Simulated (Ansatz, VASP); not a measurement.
# One calculation of Si2Mo, two programs

File INCAR:

```
SYSTEM = Si2Mo
  PREC = Accurate
  ENCUT = 520
  EDIFF = 1E-6
  ISMEAR = 0
  SIGMA = 0.15
  LREAL = .FALSE.
  LASPH = .TRUE.
  NELM = 80
  ALGO = Fast
  ISIF = 2
  LWAVE = .FALSE.
  LCHARG = .FALSE.
  GGA = PS
  NBANDS = 18
```

File KPOINTS:

```
regular mesh
0
G
  20 20 20
  0 0 0
```

The input POSCAR:

```
Si2Mo
1.0
   -1.5950350805      1.5950350805      3.9106920000
    1.5950350805     -1.5950350805      3.9106920000
    1.5950350805      1.5950350805     -3.9106920000
Si Mo
2 1
Direct
    0.3350596655      0.3272228473     -0.0078368182
    0.6649403345      0.6727771527      0.0078368182
    0.0000000000      0.0000000000      0.0000000000
```

Input for Ansatz:

```yaml
crystal:
  lattice:
    - [-1.5950350805, 1.5950350805, 3.910692]
    - [1.5950350805, -1.5950350805, 3.910692]
    - [1.5950350805, 1.5950350805, -3.910692]
  atoms:
    - { symbol: Si, position: [0.3350596655, 0.3272228473, -0.0078368182] }
    - { symbol: Si, position: [0.6649403345, 0.6727771527, 0.0078368182] }
    - { symbol: Mo, position: [0.0, 0.0, 0.0] }
basis:
  ecutwfc: 420
kpoints:
  mp_grid: { grid: [20, 20, 20] }
hamiltonian:
  xc: pbesol
scf:
  occupations: { method: gaussian, width: 0.15 }
output:
  forces: true
  stress: true
  eigenvalues: true
```

Change from the starting cell: mode 7 (333.0 1/cm) frozen in, largest displacement +0.025 Å.

Alike in both runs: task single point; functional PBEsol; k mesh 20 × 20 × 20; occupations gaussian, width 0.15 eV; no spin polarisation.

```csv
,VASP,Ansatz
version,VASP 6.6.1,Ansatz 0.2.0
potentials or method,"VASP PAW PBE potentials, release 64 (Si, Mo_sv), cutoff 520 eV","scalar-relativistic, plane waves, PAW"
valence electrons in the cell,22,22
```

```tsv
	VASP	Ansatz	Ansatz less VASP
gap on the k mesh at the Fermi level (eV)	none	none	-
pressure (GPa)	0.5	0.1	-0.37
traceless stress, the component that is largest in VASP (GPa)	-0.33	-0.32	+0.008
rms of the force components (eV/Å)	0.136	0.135	-0.0007
```

VASP's potentials were made for PBE, not for PBEsol. Atom by atom the forces differ by 0.003 eV/Å (rms over components). A gap of «none» marks a metal or a gap that the smearing closes.
